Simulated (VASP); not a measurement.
# VH2 (Fm-3m) in VASP: further runs

VH2 is run at these levels: LDA; tasks: single point, relaxation of cell and atoms.

All numbers are computed with VASP 6.6.1; they aren't measurements. Logs are shortened: lines on timing, memory, paths and dates and some standing lists are left out, and cuts for length are marked.

## 1. The cell of the first run

Symmetry: Fm-3m, No. 225, cubic system. The conventional cell has a = 4.135 Å, b = 4.135 Å, c = 4.135 Å, α = 90.00°, β = 90.00°, γ = 90.00°. V (site symmetry m-3m) has 8 H at 1.79 Å within 2.4 Å. Within 2.4 Å of H (site symmetry -43m) lie 4 V at 1.79 Å and 6 H at 2.07 Å.

## 2. Single point, LDA

INCAR reads:

```
SYSTEM = VH2
PREC = Accurate
ENCUT = 520
EDIFF = 1E-6
ISMEAR = 0
SIGMA = 0.1
LREAL = .FALSE.
LASPH = .TRUE.
NELM = 60
ALGO = Normal
ISIF = 2
LWAVE = .FALSE.
LCHARG = .FALSE.
NBANDS = 14
```

KPOINTS reads:

```
Automatic mesh
0
G
  8 8 8
  0 0 0
```

POSCAR reads:

```
VH2
1.0
    0.0000000000      2.0673337374      2.0673337374
    2.0673337374      0.0000000000      2.0673337374
    2.0673337374      2.0673337374      0.0000000000
V H
1 2
Direct
    0.0000000000      0.0000000000      0.0000000000
    0.2500000000      0.2500000000      0.2500000000
    0.7500000000      0.7500000000      0.7500000000
```

Potentials or basis: VASP PAW LDA potentials, release 64 (V_sv, H).

Command:

```
$ cat potpaw_LDA.64/V_sv/POTCAR potpaw_LDA.64/H/POTCAR > POTCAR
$ mpirun -np 1 vasp_std > vasp.out
```

OUTCAR:

```text
SYSTEM = VH2
   PREC = Accurate
   ENCUT = 520
   EDIFF = 1E-6
   ISMEAR = 0
   LREAL = .FALSE.
   LASPH = .TRUE.
   NELM = 60
   ISIF = 2

 ion  position               nearest neighbor table
   1  0.000  0.000  0.000-   3 1.79   3 1.79   3 1.79   2 1.79   2 1.79   2 1.79   3 1.79   2 1.79

   2  0.250  0.250  0.250-   1 1.79   1 1.79   1 1.79   1 1.79
   3  0.750  0.750  0.750-   1 1.79   1 1.79   1 1.79   1 1.79

  LATTYP: Found a face centered cubic cell.
 ALAT       =     4.1346674748

  Lattice vectors:

 A1 = (   0.0000000000,   2.0673337374,   2.0673337374)
 A2 = (   2.0673337374,   0.0000000000,   2.0673337374)
 A3 = (   2.0673337374,   2.0673337374,   0.0000000000)

Analysis of symmetry for initial positions (statically):
=====================================================================
 Subroutine PRICEL returns:
 Original cell was already a primitive cell.

 Routine SETGRP: Setting up the symmetry group for a
 face centered cubic supercell.

 Subroutine GETGRP returns: Found 48 space group operations
 (whereof 48 operations were pure point group operations)
 out of a pool of 48 trial point group operations.

The static configuration has the point symmetry O_h .

Analysis of symmetry for dynamics (positions and initial velocities):
=====================================================================
 Subroutine PRICEL returns:
 Original cell was already a primitive cell.

 Routine SETGRP: Setting up the symmetry group for a
 face centered cubic supercell.

 Subroutine GETGRP returns: Found 48 space group operations
 (whereof 48 operations were pure point group operations)
 out of a pool of 48 trial point group operations.

The dynamic configuration has the point symmetry O_h .

 Subroutine INISYM returns: Found 48 space group operations
 (whereof 48 operations are pure point group operations),
 and found     1 'primitive' translations

----------------------------------------------------------------------------------------

                                     Primitive cell

  volume of cell :      17.6710

  direct lattice vectors                    reciprocal lattice vectors
     0.000000000  2.067333737  2.067333737    -0.241857418  0.241857418  0.241857418
     2.067333737  0.000000000  2.067333737     0.241857418 -0.241857418  0.241857418
     2.067333737  2.067333737  0.000000000     0.241857418  0.241857418 -0.241857418

  length of vectors
     2.923651409  2.923651409  2.923651409     0.418909336  0.418909336  0.418909336

  position of ions in fractional coordinates (direct lattice)
     0.000000000  0.000000000  0.000000000
     0.250000000  0.250000000  0.250000000
     0.750000000  0.750000000  0.750000000

  ion indices of the primitive-cell ions
   primitive index   ion index
                 1           1
                 2           2
                 3           3

----------------------------------------------------------------------------------------

 KPOINTS: Automatic mesh

Automatic generation of k-mesh.
 Grid dimensions read from file:
 generate k-points for:    8    8    8

 Generating k-lattice:

  Cartesian coordinates                     Fractional coordinates (reciprocal lattice)
    -0.030232177  0.030232177  0.030232177     0.125000000  0.000000000  0.000000000
     0.030232177 -0.030232177  0.030232177     0.000000000  0.125000000  0.000000000
     0.030232177  0.030232177 -0.030232177     0.000000000  0.000000000  0.125000000

  Length of vectors
     0.052363667  0.052363667  0.052363667

  Shift w.r.t. Gamma in fractional coordinates (k-lattice)
     0.000000000  0.000000000  0.000000000

 Subroutine IBZKPT returns following result:
 ===========================================

 Found     29 irreducible k-points:

 Following reciprocal coordinates:
            Coordinates               Weight
  0.000000  0.000000  0.000000      1.000000
  0.125000  0.000000  0.000000      8.000000
  0.250000  0.000000  0.000000      8.000000
  0.375000  0.000000  0.000000      8.000000
  0.500000  0.000000  0.000000      4.000000
  0.125000  0.125000  0.000000      6.000000
[... 16 lines left out ...]
  0.500000  0.250000  0.125000     48.000000
 -0.375000  0.250000  0.125000     24.000000
 [... further k-points ...]
   k-points           NKPTS =     29   k-points in BZ     NKDIM =     29   number of bands    NBANDS=     14
   number of dos      NEDOS =    301   number of ions     NIONS =      3
   total plane-waves  NPLWV =  13824
   dimension x,y,z NGX =    24 NGY =   24 NGZ =   24
   dimension x,y,z NGXF=    48 NGYF=   48 NGZF=   48
   ions per type =               1   2
   NGX,Y,Z   is equivalent  to a cutoff of  13.65, 13.65, 13.65 a.u.
   NGXF,Y,Z  is equivalent  to a cutoff of  27.29, 27.29, 27.29 a.u.
 SYSTEM =  VH2
   PREC   = accura    normal or accurate (medium, high low for compatibility)
   ISTART =      0    job   : 0-new  1-cont  2-samecut
   ICHARG =      2    charge: 1-file 2-atom 10-const
   ISPIN  =      1    spin polarized calculation?
   LNONCOLLINEAR =      F non collinear calculations
   LSORBIT =      F    spin-orbit coupling
   LASPH  =      T    aspherical Exc in radial PAW
   ENCUT  =  520.0 eV  38.22 Ry    6.18 a.u.   5.44  5.44  5.44*2*pi/ulx,y,z
   NELM   =     60;   NELMIN=  2; NELMDL= -5     # of ELM steps
   EDIFF  = 0.1E-05   stopping-criterion for ELM
   LREAL  =      F    real-space projection
   EDIFFG = 0.1E-04   stopping-criterion for IOM
   NSW    =      0    number of steps for IOM
   IBRION =     -1    ionic relax: 0-MD 1-quasi-New 2-CG
   NFREE  =      0    steps in history (QN), initial steepest desc. (CG)
   ISIF   =      2    stress and relaxation
   ISYM   =      2    0-nonsym 1-usesym 2-fastsym
   POTIM  = 0.5000    time-step for ionic-motion
   TEBEG  =    0.0;   TEEND  =   0.0 temperature during run
   PSTRESS=    0.0 pullay stress
   NELECT =      15.0000    total number of electrons
   NUPDOWN=      -1.0000    fix difference up-down
   EMIN   =  10.00;   EMAX   =-10.00  energy-range for DOS
   EFERMI =   0.00;   METHOD = LEGACY
   ISMEAR =     0;   SIGMA  =   0.10  broadening in eV -4-tet -1-fermi 0-gaus
   EFERMI_NEDOS =   21; number of points for ismear=-14 and -15
   IALGO  =     38    algorithm
   IMIX   =      4    mixing-type and parameters
     AMIX     =   0.40;   BMIX     =  1.00
     AMIX_MAG =   1.60;   BMIX_MAG =  1.00
  volume/ion in A,a.u.               =       5.89        39.75
  Fermi-wavevector in a.u.,A,eV,Ry     =   1.550070  2.929208 32.690952  2.402717
  Thomas-Fermi vector in A             =   2.654786
   LORBIT       =      0    0 simple, 1 ext, 2 COOP (PROOUT), +10 PAW based schemes
   GGA     = CA    functional components
   LHFCALC =     F    Hartree Fock is set to
   AEXX    =    0.0000 exact exchange contribution
   IVDW    =     0    specifies the selected vdW correction
   LEPSILON=     F    determine dielectric tensor
   LRPA    =     F    only Hartree local field effects (RPA)
 non-spin polarized calculation
 Gauss-broadening in eV      SIGMA  =   0.10
  energy-cutoff  :      520.00
  volume of cell :       17.67
 maximum number of plane-waves:       531
 NGX is ok and might be reduce to    24
   NGX = 11   NGY = 11   NGZ = 11

 number of electron      15.0000003 magnetization

 Free energy of the ion-electron system (eV)
  ---------------------------------------------------
  ext. energy  EPLUGINS =         0.00000000
  ---------------------------------------------------
  free energy    TOTEN  =       -17.87515309 eV

  energy without entropy =      -17.86493562  energy(sigma->0) =      -17.87004436

 E-fermi :   8.9490     XC(G=0): -12.9162

 val. band max:        8.9226429850   @ k =   0.2500   0.2500   0.0000
 cond. band min:       8.9797817960   @ k =   0.3750   0.2500   0.1250
 fundamental gap:      0.0571388109
 Fermi energy:         8.9489764522

 k-point     1 :       0.0000    0.0000    0.0000
  band No.  band energies     occupation
      1     -54.7922      2.00000
      2     -28.8566      2.00000
      3     -28.8566      2.00000
      4     -28.8566      2.00000
      5      -2.8611      2.00000
      6       7.8543      2.00000
      7       7.8543      2.00000
      8       7.8543      2.00000
      9       9.7697      0.00000
     10       9.7697      0.00000
     11      10.4102      0.00000
     12      25.7693      0.00000
     13      26.9028      0.00000
     14      26.9028      0.00000

 k-point     2 :       0.1250    0.0000    0.0000
  band No.  band energies     occupation
      1     -54.7810      2.00000
      2     -28.9290      2.00000
      3     -28.8655      2.00000
      4     -28.8655      2.00000
      5      -2.4208      2.00000
      6       6.3896      2.00000
      7       8.0138      2.00000
      8       8.0138      2.00000
      9       9.6868      0.00000
     10       9.6868      0.00000
     11      12.1281      0.00000
     12      22.6581      0.00000
     13      26.4987      0.00000
     14      26.7987      0.00000

 k-point     3 :       0.2500    0.0000    0.0000
  band No.  band energies     occupation
      1     -54.7538      2.00000
      2     -29.1007      2.00000
      3     -28.8869      2.00000
      4     -28.8869      2.00000
      5      -1.2509      2.00000
      6       4.6710      2.00000
      7       8.2045      2.00000
      8       8.2045      2.00000
      9       9.7655      0.00000
     10       9.7655      0.00000
     11      14.1277      0.00000
     12      19.5023      0.00000
     13      24.3442      0.00000
     14      26.2386      0.00000

 k-point     4 :       0.3750    0.0000    0.0000
  band No.  band energies     occupation
      1     -54.7264      2.00000
      2     -29.2684      2.00000
      3     -28.9083      2.00000
      4     -28.9083      2.00000
      5       0.1181      2.00000
      6       3.6395      2.00000
      7       8.0865      2.00000
      8       8.0865      2.00000
      9      10.2943      0.00000
     10      10.2943      0.00000
     11      14.2965      0.00000
     12      17.5020      0.00000
     13      24.0367      0.00000
     14      25.0076      0.00000

 k-point     5 :       0.5000    0.0000    0.0000
  band No.  band energies     occupation
      1     -54.7151      2.00000
      2     -29.3368      2.00000
      3     -28.9171      2.00000
      4     -28.9171      2.00000
      5       0.7429      2.00000
      6       3.3692      2.00000
      7       7.9889      2.00000
      8       7.9889      2.00000
      9      10.6144      0.00000
     10      10.6144      0.00000
     11      13.6634      0.00000
[... 276 lines left out ...]
 k-point    22 :       0.3750    0.2500    0.1250
  band No.  band energies     occupation
      1     -54.7335      2.00000
      2     -29.1451      2.00000
      3     -28.9716      2.00000
      4     -28.9149      2.00000
      5      -0.2329      2.00000
      6       3.7610      2.00000
      7       7.7704      2.00000
      8       8.9798      0.66309
      9       9.1022      0.03020
     10      10.4822      0.00000
     11      15.1066      0.00000
     12      19.3019      0.00000
     13      20.7997      0.00000
     14      22.5989      0.00000

 k-point    23 :       0.5000    0.2500    0.1250
  band No.  band energies     occupation
      1     -54.7116      2.00000
      2     -29.2327      2.00000
      3     -29.0265      2.00000
      4     -28.9405      2.00000
      5       1.0627      2.00000
      6       3.1299      2.00000
      7       7.1429      2.00000
      8       8.8752      1.70306
      9       9.9137      0.00000
     10      11.1068      0.00000
     11      14.4598      0.00000
     12      18.0219      0.00000
     13      19.2267      0.00000
     14      23.0264      0.00000

 k-point    24 :      -0.3750    0.2500    0.1250
  band No.  band energies     occupation
      1     -54.7024      2.00000
      2     -29.2695      2.00000
      3     -29.0453      2.00000
      4     -28.9540      2.00000
      5       1.6316      2.00000
      6       3.0124      2.00000
      7       6.8973      2.00000
      8       8.7570      1.99337
      9      10.4150      0.00000
     10      11.5076      0.00000
     11      13.3621      0.00000
     12      17.9694      0.00000
     13      18.5651      0.00000
     14      23.1315      0.00000

 [... further k-points ...]

------------------------ aborting loop because EDIFF is reached ----------------------------------------

  FORCE on cell =-STRESS in cart. coord.  units (eV):
  Direction    XX          YY          ZZ          XY          YZ          ZX
  --------------------------------------------------------------------------------------
  -------------------------------------------------------------------------------------
  Total        0.0384201      0.0384201      0.0384201     -0.0000000      0.0000000     -0.0000000
  in kB        3.4834340      3.4834340      3.4834340     -0.0000000      0.0000000     -0.0000000
  external PRESSURE =       3.4834340 kB  Pullay stress =       0.0000000 kB

 VOLUME and BASIS-vectors are now :
 -----------------------------------------------------------------------------
  energy-cutoff  :      520.00
  volume of cell :       17.67
      direct lattice vectors                 reciprocal lattice vectors
     0.000000000  2.067333737  2.067333737    -0.241857418  0.241857418  0.241857418
     2.067333737  0.000000000  2.067333737     0.241857418 -0.241857418  0.241857418
     2.067333737  2.067333737  0.000000000     0.241857418  0.241857418 -0.241857418

 POSITION                                       TOTAL-FORCE (eV/Angst)
 -----------------------------------------------------------------------------------
      0.00000      0.00000      0.00000         0.000000     -0.000000     -0.000000
      1.03367      1.03367      1.03367        -0.000000     -0.000000      0.000000
      3.10100      3.10100      3.10100         0.000000      0.000000     -0.000000
 -----------------------------------------------------------------------------------
    total drift:                               -0.000000      0.000000      0.000000

  FREE ENERGIE OF THE ION-ELECTRON SYSTEM (eV)
  ---------------------------------------------------
  free  energy   TOTEN  =       -17.8751530944 eV

  energy  without entropy=      -17.8649356244  energy(sigma->0) =      -17.87004436
```

It took 2.8 s on 1 thread of Intel Xeon 6975P-C (Granite Rapids), shared host; peak memory 0.13 GiB.

What came out:

```
Free energy : -17.8752 eV
Pressure    : 0.3 GPa
```

Levels at points of the mesh, in eV from the Fermi level:
```
           k point  band 4  band 5  band 6  band 7  band 8  band 9  band 10  band 11  band 12  band 13
(0.00, 0.00, 0.00)  -37.81  -11.81   -1.09   -1.09   -1.09    0.82     0.82     1.46    16.82    17.95
(0.50, 0.00, 0.00)  -37.87   -8.21   -5.58   -0.96   -0.96    1.67     1.67     4.71     8.06    15.39
(0.50, 0.50, 0.00)  -37.97   -6.78   -5.54   -3.94    1.78    1.79     1.79     7.57     8.48     8.48
```

## 3. Relaxation of cell and atoms, LDA

This run uses another cell than the first one, of 6.49 Å³/atom, 1.102 times its volume.

INCAR reads:

```
SYSTEM = VH2
  PREC = Accurate
  ENCUT = 600
  EDIFF = 1E-6
  ISMEAR = 0
  SIGMA = 0.1
  LREAL = .FALSE.
  LASPH = .TRUE.
  NELM = 100
  ALGO = Normal
  ISIF = 3
  LWAVE = .FALSE.
  LCHARG = .FALSE.
  GGA = CA
  IBRION = 2
  NSW = 100
  EDIFFG = -0.05
```

KPOINTS is that of step 2.

POSCAR reads:

```
VH2
1.0
    0.0000000000      2.1355000000      2.1355000000
    2.1355000000      0.0000000000      2.1355000000
    2.1355000000      2.1355000000      0.0000000000
V H
1 2
Direct
    0.0000000000      0.0000000000      0.0000000000
    0.2500000000      0.2500000000      0.2500000000
    0.7500000000      0.7500000000      0.7500000000
```

Potentials or basis: VASP PAW LDA potentials, release 64 (V_sv, H).

Command:

```
$ cat potpaw_LDA.64/V_sv/POTCAR potpaw_LDA.64/H/POTCAR > POTCAR
$ mpirun -np 1 vasp_std > vasp.out
```

Wall time 3.5 s (1 thread of Intel Xeon 6975P-C (Granite Rapids), shared host); peak memory 0.13 GiB.

Results (log left out):

| Property | Result |
| --- | --- |
| Free energy | -17.8778 eV |
| Relaxed volume | 5.91 Å³/atom |
| Relaxed cell | a = 2.926 Å, b = 2.926 Å, c = 2.926 Å, α = 60.00°, β = 60.00°, γ = 60.00° |
| Space group after relaxing (to 0.05 Å) | Fm-3m (No. 225) |
| Energy gained by relaxing | 31.1 meV/atom |
| Ionic steps | 2 |
| Pressure after relaxing | -0.1 GPa |

Step by step:
| step | energy change (eV) | largest force (eV/Å) | pressure (GPa) | volume (Å³) |
| --- | --- | --- | --- | --- |
| 1 | 0.0000 | 0.0000 | -15.87 | 19.48 |
| 2 | -0.0934 | 0.0000 | -0.09 | 17.72 |

Final structure:
```yaml
crystal:
  lattice:
    - [0.00000, 2.06925, 2.06925]
    - [2.06925, 0.00000, 2.06925]
    - [2.06925, 2.06925, 0.00000]
  atoms:
    - { symbol: V, position: [0.00000, 0.00000, 0.00000] }
    - { symbol: H, position: [0.25000, 0.25000, 0.25000] }
    - { symbol: H, position: [0.75000, 0.75000, 0.75000] }
```

Levels at points of the mesh, in eV from the Fermi level:
```
           k point  band 5  band 6  band 7  band 8  band 9  band 10  band 11
(0.00, 0.00, 0.00)  -11.79   -1.09   -1.09   -1.09    0.82     0.82     1.46
(0.50, 0.00, 0.00)   -8.19   -5.58   -0.96   -0.96    1.66     1.66     4.70
(0.50, 0.50, 0.00)   -6.76   -5.54   -3.93    1.77    1.78     1.78     7.55
```
